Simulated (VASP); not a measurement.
# Al2Cu (I4/mmm) in VASP: further runs

Al2Cu is run at these levels: LDA; tasks: single point.

Everything below comes from runs of VASP 6.6.1. Logs are shortened: lines on timing, memory, paths and dates and some standing lists are left out, and cuts for length are marked.

## 1. The cell of the first run

Symmetry: I4/mmm, No. 139, tetragonal system. Conventional cell: a = 4.196 Å, b = 4.196 Å, c = 5.670 Å, α = 90.00°, β = 90.00°, γ = 90.00°. Al (site symmetry -4m2) has 4 Cu at 2.53 Å and 6 Al at 2.84 to 2.97 Å within 3.3 Å. Cu (site symmetry 4/mmm) has 8 Al at 2.53 Å within 3.3 Å.

## 2. Single point, LDA

Contents of INCAR:

```
SYSTEM = Al2Cu
PREC = Accurate
ENCUT = 520
EDIFF = 1E-7
ISMEAR = 0
SIGMA = 0.15
LREAL = .FALSE.
LASPH = .TRUE.
NELM = 60
ALGO = Fast
ISIF = 2
LWAVE = .FALSE.
LCHARG = .FALSE.
GGA = CA
NBANDS = 16
```

Contents of KPOINTS:

```
Automatic mesh
0
G
  14 14 14
  0 0 0
```

Contents of POSCAR:

```
Al2Cu
1.0
   -2.0982333072      2.0982333072      2.8351068677
    2.0982333072     -2.0982333072      2.8351068677
    2.0982333072      2.0982333072     -2.8351068677
Al Cu
2 1
Direct
    0.7500000000      0.2500000000      0.5000000000
    0.2500000000      0.7500000000      0.5000000000
    0.5000000000      0.5000000000      0.0000000000
```

Potentials or basis: VASP PAW LDA potentials, release 64 (Al, Cu).

Started as:

```
> cat potpaw_LDA.64/Al/POTCAR potpaw_LDA.64/Cu/POTCAR > POTCAR
> mpirun -np 1 vasp_std > vasp.out
```

OUTCAR:

```text
SYSTEM = Al2Cu
   PREC = Accurate
   ENCUT = 520
   EDIFF = 1E-7
   ISMEAR = 0
   LREAL = .FALSE.
   LASPH = .TRUE.
   NELM = 60
   ISIF = 2
   GGA = CA

 ion  position               nearest neighbor table
   1  0.750  0.250  0.500-   3 2.53   3 2.53   3 2.53   3 2.53   2 2.84   2 2.84   2 2.97   2 2.97
                             2 2.97   2 2.97
   2  0.250  0.750  0.500-   3 2.53   3 2.53   3 2.53   3 2.53   1 2.84   1 2.84   1 2.97   1 2.97
                             1 2.97   1 2.97
   3  0.500  0.500  0.000-   2 2.53   1 2.53   1 2.53   2 2.53   1 2.53   2 2.53   2 2.53   1 2.53

  LATTYP: Found a body centered tetragonal cell.
 ALAT       =     4.1964666144
 C/A-ratio  =     1.3511876196

  Lattice vectors:

 A1 = (  -2.0982333072,   2.0982333072,   2.8351068677)
 A2 = (   2.0982333072,  -2.0982333072,   2.8351068677)
 A3 = (   2.0982333072,   2.0982333072,  -2.8351068677)

Analysis of symmetry for initial positions (statically):
=====================================================================
 Subroutine PRICEL returns:
 Original cell was already a primitive cell.

 Routine SETGRP: Setting up the symmetry group for a
 body centered tetragonal supercell.

 Subroutine GETGRP returns: Found 16 space group operations
 (whereof 16 operations were pure point group operations)
 out of a pool of 16 trial point group operations.

The static configuration has the point symmetry D_4h.

Analysis of symmetry for dynamics (positions and initial velocities):
=====================================================================
 Subroutine PRICEL returns:
 Original cell was already a primitive cell.

 Routine SETGRP: Setting up the symmetry group for a
 body centered tetragonal supercell.

 Subroutine GETGRP returns: Found 16 space group operations
 (whereof 16 operations were pure point group operations)
 out of a pool of 16 trial point group operations.

The dynamic configuration has the point symmetry D_4h.

 Subroutine INISYM returns: Found 16 space group operations
 (whereof 16 operations are pure point group operations),
 and found     1 'primitive' translations

----------------------------------------------------------------------------------------

                                     Primitive cell

  volume of cell :      49.9272

  direct lattice vectors                    reciprocal lattice vectors
    -2.098233307  2.098233307  2.835106868     0.000000000  0.238295712  0.176360195
[... 89 lines left out ...]
   LREAL  =      F    real-space projection
   EDIFFG = 0.1E-05   stopping-criterion for IOM
   NSW    =      0    number of steps for IOM
   IBRION =     -1    ionic relax: 0-MD 1-quasi-New 2-CG
   NFREE  =      0    steps in history (QN), initial steepest desc. (CG)
   ISIF   =      2    stress and relaxation
   ISYM   =      2    0-nonsym 1-usesym 2-fastsym
   POTIM  = 0.5000    time-step for ionic-motion
   TEBEG  =    0.0;   TEEND  =   0.0 temperature during run
   PSTRESS=    0.0 pullay stress
   NELECT =      17.0000    total number of electrons
   NUPDOWN=      -1.0000    fix difference up-down
   EMIN   =  10.00;   EMAX   =-10.00  energy-range for DOS
   EFERMI =   0.00;   METHOD = LEGACY
   ISMEAR =     0;   SIGMA  =   0.15  broadening in eV -4-tet -1-fermi 0-gaus
   EFERMI_NEDOS =   21; number of points for ismear=-14 and -15
   IALGO  =     68    algorithm
   IMIX   =      4    mixing-type and parameters
     AMIX     =   0.40;   BMIX     =  1.00
     AMIX_MAG =   1.60;   BMIX_MAG =  1.00
  volume/ion in A,a.u.               =      16.64       112.31
  Fermi-wavevector in a.u.,A,eV,Ry     =   1.143173  2.160285 17.780714  1.306846
  Thomas-Fermi vector in A             =   2.279869
   LORBIT       =      0    0 simple, 1 ext, 2 COOP (PROOUT), +10 PAW based schemes
   GGA     = CA    functional components
   LHFCALC =     F    Hartree Fock is set to
   AEXX    =    0.0000 exact exchange contribution
   IVDW    =     0    specifies the selected vdW correction
   LEPSILON=     F    determine dielectric tensor
   LRPA    =     F    only Hartree local field effects (RPA)
 non-spin polarized calculation
 RMM-DIIS sequential band-by-band and
 Gauss-broadening in eV      SIGMA  =   0.15
  energy-cutoff  :      520.00
  volume of cell :       49.93
 maximum number of plane-waves:      1363
   NGX = 15   NGY = 15   NGZ = 15

 number of electron      16.9999996 magnetization

 Free energy of the ion-electron system (eV)
  ---------------------------------------------------
  ext. energy  EPLUGINS =         0.00000000
  ---------------------------------------------------
  free energy    TOTEN  =       -13.57616819 eV

  energy without entropy =      -13.56544167  energy(sigma->0) =      -13.57080493

 E-fermi :   6.3738     XC(G=0): -10.4768

 val. band max:        6.3628578935   @ k =   0.1429  -0.0000   0.0000
 cond. band min:       6.3807085095   @ k =  -0.1429   0.1429   0.0714
 fundamental gap:      0.0178506160
 Fermi energy:         6.3738159582

 k-point     1 :       0.0000    0.0000    0.0000
  band No.  band energies     occupation
      1      -3.5297      2.00000
      2       1.9101      2.00000
      3       1.9536      2.00000
      4       1.9536      2.00000
      5       2.4443      2.00000
      6       2.5087      2.00000
[... 433 lines left out ...]
      3       2.0255      2.00000
      4       2.1208      2.00000
      5       2.4337      2.00000
      6       2.5381      2.00000
[... 8 lines left out ...]
     15      13.3372      0.00000
     16      16.6976      0.00000

 [... further k-points ...]

------------------------ aborting loop because EDIFF is reached ----------------------------------------

  FORCE on cell =-STRESS in cart. coord.  units (eV):
  Direction    XX          YY          ZZ          XY          YZ          ZX
  --------------------------------------------------------------------------------------
  -------------------------------------------------------------------------------------
  Total       -2.8173318     -2.8173318     -1.5553434      0.0000000      0.0000000      0.0000000
  in kB      -90.4089873    -90.4089873    -49.9114162      0.0000000      0.0000000      0.0000000
  external PRESSURE =     -76.9097969 kB  Pullay stress =       0.0000000 kB

 VOLUME and BASIS-vectors are now :
 -----------------------------------------------------------------------------
  energy-cutoff  :      520.00
  volume of cell :       49.93
      direct lattice vectors                 reciprocal lattice vectors
    -2.098233307  2.098233307  2.835106868     0.000000000  0.238295712  0.176360195
     2.098233307 -2.098233307  2.835106868     0.238295712  0.000000000  0.176360195
     2.098233307  2.098233307 -2.835106868     0.238295712  0.238295712  0.000000000

 POSITION                                       TOTAL-FORCE (eV/Angst)
 -----------------------------------------------------------------------------------
      0.00000      2.09823      1.41755        -0.000000      0.000000     -0.000000
      2.09823      0.00000      1.41755        -0.000000     -0.000000      0.000000
      0.00000      0.00000      2.83511         0.000000      0.000000      0.000000
 -----------------------------------------------------------------------------------
    total drift:                               -0.000000      0.000000     -0.000000

  FREE ENERGIE OF THE ION-ELECTRON SYSTEM (eV)
  ---------------------------------------------------
  free  energy   TOTEN  =       -13.5761681921 eV

  energy  without entropy=      -13.5654416744  energy(sigma->0) =      -13.57080493
```

OSZICAR:

```text
N       E                     dE             d eps       ncg     rms          rms(c)
DAV:   1     0.605169264055E+02    0.60517E+02   -0.67737E+03  7840   0.111E+03
DAV:   2    -0.131562986580E+02   -0.73673E+02   -0.65207E+02  8320   0.199E+02
DAV:   3    -0.157550653560E+02   -0.25988E+01   -0.25435E+01 10664   0.425E+01
[... 12 lines left out ...]
RMM:  16    -0.135761679326E+02    0.33413E-05   -0.90056E-06 10201   0.513E-02    0.255E-02
RMM:  17    -0.135761682543E+02   -0.32170E-06   -0.36679E-06 11474   0.148E-02    0.249E-02
RMM:  18    -0.135761683794E+02   -0.12513E-06   -0.18345E-07  7739   0.458E-03    0.248E-02
RMM:  19    -0.135761682159E+02    0.16353E-06   -0.15077E-07  6060   0.616E-03    0.232E-02
RMM:  20    -0.135761681921E+02    0.23727E-07   -0.34685E-08  5371   0.163E-03
   1 F= -.13576168E+02 E0= -.13570805E+02  d E =-.107265E-01
```

Wall time 5.4 min (1 thread of Intel Xeon Platinum 8259CL at 2.50GHz (Skylake/Cascade Lake), shared host); peak memory 0.3 GiB.

Results:

| Property | Result |
| --- | --- |
| Free energy | -13.5762 eV |
| Pressure | -7.7 GPa |
| Band gap on the k mesh | zero (an odd number of electrons rules out a gap without spin polarisation) |

Stress tensor (GPa, compression positive):
```
-9.04  0.00  0.00
 0.00 -9.04  0.00
 0.00  0.00 -4.99
```

Caveat: the cell stands under tension.

## 3. Single point, LDA

This run uses another cell than the first one, of 16.81 Å³/atom.

Contents of INCAR:

```
PREC = Accurate
ENCUT = 520
EDIFF = 1E-6
ISMEAR = 0
SIGMA = 0.15
LREAL = F
LASPH = T
NELM = 80
ALGO = Fast
ISIF = 2
LWAVE = F
LCHARG = F
NBANDS = 16
```

Contents of KPOINTS:

```
regular mesh
0
Gamma
  14 14 14
```

Contents of POSCAR:

```
Al2Cu
1.0
   -2.1450084207      2.1450084207      2.7406000000
    2.1450084207     -2.1450084207      2.7406000000
    2.1450084207      2.1450084207     -2.7406000000
Al Cu
2 1
Direct
    0.7500000000      0.2500000000      0.5000000000
    0.2500000000      0.7500000000      0.5000000000
    0.5000000000      0.5000000000      0.0000000000
```

Potentials or basis: VASP PAW LDA potentials, release 64 (Al, Cu).

Started as:

```
> cat potpaw_LDA.64/Al/POTCAR potpaw_LDA.64/Cu/POTCAR > POTCAR
> mpirun -np 1 vasp_std > vasp.out
```

Run time: 6.6 min. Hardware: 1 thread of Intel Xeon Platinum 8259CL at 2.50GHz (Skylake/Cascade Lake), shared host; peak memory 0.29 GiB.

It converged, with:

```
Free energy            : -13.4727 eV
Pressure               : -7.8 GPa
Band gap on the k mesh : zero (an odd number of electrons rules out a gap without spin polarisation)
```

Stress tensor (GPa, compression positive):
```
-10.88   0.00   0.00
  0.00 -10.88   0.00
  0.00   0.00  -1.53
```

Levels at points of the mesh, in eV from the Fermi level:
| k point | band 6 | band 7 | band 8 | band 9 | band 10 | band 11 | band 12 | band 13 |
| --- | --- | --- | --- | --- | --- | --- | --- | --- |
| (0.00, 0.00, 0.00) | -3.76 | 2.05 | 2.70 | 2.70 | 3.16 | 3.16 | 3.40 | 3.55 |
| (0.50, 0.00, 0.00) | -3.76 | -3.71 | 0.26 | 0.93 | 2.32 | 2.59 | 4.16 | 4.38 |
| (0.50, 0.50, 0.00) | -3.74 | -3.58 | -1.95 | -1.23 | 0.50 | 1.84 | 8.57 | 8.59 |
| (0.50, 0.50, 0.50) | -3.70 | -3.40 | -2.23 | -2.23 | -0.64 | 1.19 | 9.03 | 9.68 |

Caveat: the stress differs along the axes, from -11 to -2 GPa.

## 4. Single point, LDA

This run uses another cell than the first one, of 17.10 Å³/atom.

Contents of INCAR:

```
PREC = Accurate ; ENCUT = 520
EDIFF = 1E-6 ; ISMEAR = 0
SIGMA = 0.15 ; LREAL = F
LASPH = T ; NELM = 100
ALGO = Fast ; ISIF = 2
LWAVE = F ; LCHARG = F
NBANDS = 16
```

Contents of KPOINTS:

```
Automatic mesh
0
Gamma
  14 14 14
```

Contents of POSCAR:

```
Al2Cu
1.0
   -2.1450084207      2.1450084207      2.7878500000
    2.1450084207     -2.1450084207      2.7878500000
    2.1450084207      2.1450084207     -2.7878500000
Al Cu
2 1
Direct
    0.7500000000      0.2500000000      0.5000000000
    0.2500000000      0.7500000000      0.5000000000
    0.5000000000      0.5000000000      0.0000000000
```

Started as:

```
> cat potpaw_LDA.64/Al/POTCAR potpaw_LDA.64/Cu/POTCAR > POTCAR
> mpirun -np 1 vasp_std > vasp.out
```

It took 3.1 min on 1 thread of Intel Xeon Platinum 8259CL at 2.50GHz (Skylake/Cascade Lake), shared host; peak memory 0.3 GiB.

The run converged. Its results:

| Item | Value |
| --- | --- |
| Free energy | -13.4564 eV |
| Pressure | -9.3 GPa |
| Band gap on the k mesh | zero (an odd number of electrons rules out a gap without spin polarisation) |

Stress tensor (GPa, compression positive):
```
-11.72   0.00   0.00
  0.00 -11.72   0.00
  0.00   0.00  -4.49
```

Levels at points of the mesh, in eV from the Fermi level:
| k point | band 7 | band 8 | band 9 | band 10 | band 11 | band 12 |
| --- | --- | --- | --- | --- | --- | --- |
| (0.00, 0.00, 0.00) | 2.11 | 2.73 | 2.73 | 3.03 | 3.03 | 3.31 |
| (0.50, 0.00, 0.00) | -3.68 | 0.32 | 0.89 | 2.38 | 2.60 | 3.89 |
| (0.50, 0.50, 0.00) | -3.55 | -1.91 | -1.31 | 0.35 | 1.79 | 8.61 |
| (0.50, 0.50, 0.50) | -3.40 | -2.13 | -2.13 | -0.58 | 1.26 | 8.95 |

Caveat: the stress differs along the axes, from -12 to -4 GPa.

## 5. Single point, LDA

This run uses another cell than the first one, of 17.39 Å³/atom.

Contents of INCAR:

```
PREC = Accurate
ENCUT = 520
EDIFF = 1E-6
ISMEAR = 0
SIGMA = 0.15
LREAL = F
LASPH = T
NELM = 60
ALGO = Fast
ISIF = 2
LWAVE = F
LCHARG = F
NBANDS = 16
```

Contents of KPOINTS:

```
regular mesh
0
Gamma
  14 14 14
```

Contents of POSCAR:

```
Al2Cu
1.0
   -2.1450084207      2.1450084207      2.8351068677
    2.1450084207     -2.1450084207      2.8351068677
    2.1450084207      2.1450084207     -2.8351068677
Al Cu
2 1
Direct
    0.7500000000      0.2500000000      0.5000000000
    0.2500000000      0.7500000000      0.5000000000
    0.5000000000      0.5000000000      0.0000000000
```

Started as:

```
> cat potpaw_LDA.64/Al/POTCAR potpaw_LDA.64/Cu/POTCAR > POTCAR
> mpirun -np 1 vasp_std > vasp.out
```

Wall time 5.8 min (1 thread of Intel Xeon 8259CL, shared host); peak memory 0.31 GiB.

It converged, with:

```
Free energy            : -13.4258 eV
Pressure               : -10.4 GPa
Band gap on the k mesh : zero (an odd number of electrons rules out a gap without spin polarisation)
```

Stress tensor (GPa, compression positive):
```
-12.18   0.00   0.00
  0.00 -12.18   0.00
  0.00   0.00  -6.90
```

Levels at points of the mesh, in eV from the Fermi level:
| k point | band 5 | band 6 | band 7 | band 8 | band 9 | band 10 | band 11 | band 12 | band 13 | band 14 |
| --- | --- | --- | --- | --- | --- | --- | --- | --- | --- | --- |
| (0.00, 0.00, 0.00) | -3.78 | -3.69 | 2.18 | 2.75 | 2.75 | 2.90 | 2.90 | 3.18 | 3.23 | 5.89 |
| (0.50, 0.00, 0.00) | -3.76 | -3.69 | -3.65 | 0.38 | 0.85 | 2.44 | 2.61 | 3.63 | 4.12 | 8.82 |
| (0.50, 0.50, 0.00) | -3.78 | -3.63 | -3.52 | -1.87 | -1.40 | 0.21 | 1.75 | 8.64 | 8.74 | 9.93 |
| (0.50, 0.50, 0.50) | -3.79 | -3.62 | -3.40 | -2.04 | -2.04 | -0.52 | 1.33 | 8.88 | 9.43 | 9.43 |

Caveat: the stress differs along the axes, from -12 to -7 GPa.

## 6. Single point, LDA

This run uses another cell than the first one, of 17.68 Å³/atom.

Contents of INCAR:

```
  PREC = Accurate
  ENCUT = 520
  EDIFF = 1E-6
  ISMEAR = 0
  SIGMA = 0.15
  LREAL = F
  LASPH = T
  NELM = 80
  ALGO = Fast
  ISIF = 2
  LWAVE = F
  LCHARG = T
  LELF = T
  LVHAR = T
  NBANDS = 16
```

KPOINTS is that of step 5.

Contents of POSCAR:

```
Al2Cu
1.0
   -2.1450084207      2.1450084207      2.8823500000
    2.1450084207     -2.1450084207      2.8823500000
    2.1450084207      2.1450084207     -2.8823500000
Al Cu
2 1
Direct
    0.7500000000      0.2500000000      0.5000000000
    0.2500000000      0.7500000000      0.5000000000
    0.5000000000      0.5000000000      0.0000000000
```

Potentials or basis: VASP PAW LDA potentials, release 64 (Al, Cu).

Started as:

```
> cat potpaw_LDA.64/Al/POTCAR potpaw_LDA.64/Cu/POTCAR > POTCAR
> mpirun -np 1 vasp_std > vasp.out
```

Wall time 5.4 min (1 thread of Intel Xeon 8259CL, shared host); peak memory 0.31 GiB.

Results (log left out):

```
Free energy            : -13.3827 eV
Pressure               : -11.5 GPa
Band gap on the k mesh : zero (an odd number of electrons rules out a gap without spin polarisation)
```

Stress tensor (GPa, compression positive):
```
-12.71   0.00   0.00
  0.00 -12.71   0.00
  0.00   0.00  -9.11
```

Levels at points of the mesh, in eV from the Fermi level:
```tsv
k point	band 5	band 6	band 7	band 8	band 9	band 10	band 11	band 12	band 13	band 14
(0.00, 0.00, 0.00)	-3.72	-3.66	2.24	2.78	2.78	2.79	2.79	3.01	3.14	5.97
(0.50, 0.00, 0.00)	-3.71	-3.64	-3.62	0.45	0.81	2.49	2.62	3.38	4.01	8.87
(0.50, 0.50, 0.00)	-3.74	-3.58	-3.49	-1.83	-1.47	0.08	1.71	8.66	8.82	10.02
(0.50, 0.50, 0.50)	-3.76	-3.58	-3.39	-1.95	-1.95	-0.46	1.40	8.81	9.33	9.33
```

Caveat: the cell stands under tension.

## 7. Single point, LDA

This run uses another cell than the first one, of 17.97 Å³/atom.

Contents of INCAR:

```
ALGO = Fast
EDIFF = 1E-6
ENCUT = 520
GGA = CA
ISIF = 2
ISMEAR = 0
LASPH = True
LCHARG = True
LELF = True
LREAL = False
LVHAR = True
LWAVE = False
NBANDS = 16
NELM = 80
PREC = Accurate
SIGMA = 0.15
```

Contents of KPOINTS:

```
k-points
0
Gamma
  14 14 14
```

Contents of POSCAR:

```
Al2Cu
1.0
   -2.1450084207      2.1450084207      2.9296000000
    2.1450084207     -2.1450084207      2.9296000000
    2.1450084207      2.1450084207     -2.9296000000
Al Cu
2 1
Direct
    0.7500000000      0.2500000000      0.5000000000
    0.2500000000      0.7500000000      0.5000000000
    0.5000000000      0.5000000000      0.0000000000
```

Started as:

```
> cat potpaw_LDA.64/Al/POTCAR potpaw_LDA.64/Cu/POTCAR > POTCAR
> mpirun -np 1 vasp_std > vasp.out
```

Run time: 6.4 min. Hardware: 1 thread of Intel Xeon 8259CL, shared host; peak memory 0.32 GiB.

It converged, with:

* Free energy: -13.3288 eV
* Pressure: -12.4 GPa
* Band gap on the k mesh: zero (an odd number of electrons rules out a gap without spin polarisation)

Stress tensor (GPa, compression positive):
```
-13.14   0.00   0.00
  0.00 -13.14   0.00
  0.00   0.00 -10.95
```

Levels at points of the mesh, in eV from the Fermi level:
```tsv
k point	band 7	band 8	band 9	band 10	band 11	band 12
(0.00, 0.00, 0.00)	2.31	2.68	2.68	2.81	2.81	2.85
(0.50, 0.00, 0.00)	-3.59	0.51	0.76	2.55	2.63	3.14
(0.50, 0.50, 0.00)	-3.45	-1.78	-1.54	-0.04	1.68	8.66
(0.50, 0.50, 0.50)	-3.38	-1.86	-1.86	-0.40	1.47	8.74
```

Caveat: the cell stands under tension.

## 8. Overview

| cell | further INCAR settings | gap on the mesh (eV) | pressure (GPa) |
| --- | --- | --- | --- |
| a = 4.104 Å, angles 118.5, 118.5, 92.6°, 3 atoms | ALGO = Fast; EDIFF = 1e-07; NBANDS = 16 | none | -7.7 |
| a = 4.088 Å, angles 116.7, 116.7, 95.8°, 3 atoms | ALGO = Fast; EDIFF = 1e-06; NBANDS = 16 | none | -7.8 |
| a = 4.120 Å, angles 117.3, 117.3, 94.8°, 3 atoms | ALGO = Fast; EDIFF = 1e-06; NBANDS = 16 | none | -9.3 |
| a = 4.152 Å, angles 117.8, 117.8, 93.9°, 3 atoms | ALGO = Fast; EDIFF = 1e-06; NBANDS = 16 | none | -10.4 |
| a = 4.185 Å, angles 118.3, 118.3, 92.9°, 3 atoms | ALGO = Fast; EDIFF = 1e-06; NBANDS = 16 | none | -11.5 |
| a = 4.217 Å, angles 118.9, 118.9, 92.0°, 3 atoms | ALGO = Fast; EDIFF = 1e-06; NBANDS = 16 | none | -12.4 |

Alike in all rows: task single point; level LDA; potentials or basis VASP PAW LDA potentials, release 64 (Al, Cu); no spin polarisation; k mesh 14 × 14 × 14; cutoff (eV) 520; smearing gaussian 0.15 eV.

Caveats: the cell stands under tension (at least some runs); the stress differs along the axes, from -11 to -2 GPa (at least some runs); the stress differs along the axes, from -12 to -4 GPa (at least some runs); the stress differs along the axes, from -12 to -7 GPa (at least some runs).

Total energies depend on the potentials used, so only differences within one code and one set of settings carry meaning.

The gap in the log of VASP goes by the Fermi energy; the results here count the filled bands.